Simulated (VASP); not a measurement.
Input of a VASP 6.6.1 run:

The input INCAR:

```
  PREC = Accurate
  ENCUT = 500
  EDIFF = 1E-7
  ISMEAR = -1
  SIGMA = 0.1
  LREAL = F
  LASPH = T
  NELM = 120
  ALGO = Normal
  ISIF = 3
  LWAVE = F
  LCHARG = F
  GGA = PS
  IBRION = 2
  NSW = 60
  EDIFFG = -0.01
  GGA_COMPAT = F
  NELMIN = 4
```

Contents of KPOINTS:

```
regular mesh
0
Gamma
  5 5 5
```

POSCAR

```
InSb
1.0
    0.0000000000      3.1242040000      3.1242040000
    3.1242040000      0.0000000000      3.1242040000
    3.1242040000      3.1242040000      0.0000000000
In Sb
1 1
Direct
    0.0000000000      0.0000000000      0.0000000000
    0.5000000000      0.5000000000      0.5000000000
```

Potentials or basis: VASP PAW PBE potentials, release 64 (In_d, Sb).

Command:

```sh
$ cat potpaw_PBE.64/In_d/POTCAR potpaw_PBE.64/Sb/POTCAR > POTCAR
$ mpirun -np 1 vasp_std > vasp.out
```

**Question.** Predict the relaxed volume.

**Answer.** 27.64 Å³/atom.

**Question.** Estimate the space group after relaxing (to 0.05 Å).

**Answer.** Fm-3m (No. 225).

The path:
```tsv
step	energy change (eV)	largest force (eV/Å)	pressure (GPa)	volume (Å³)
1	0.0000	0.0000	-4.28	60.99
2	-0.0788	0.0000	1.28	54.07
3	-0.0837	0.0000	0.03	55.28
```

Caveat: the PAW data sets were made with another functional, which shifts forces and pressure a little.
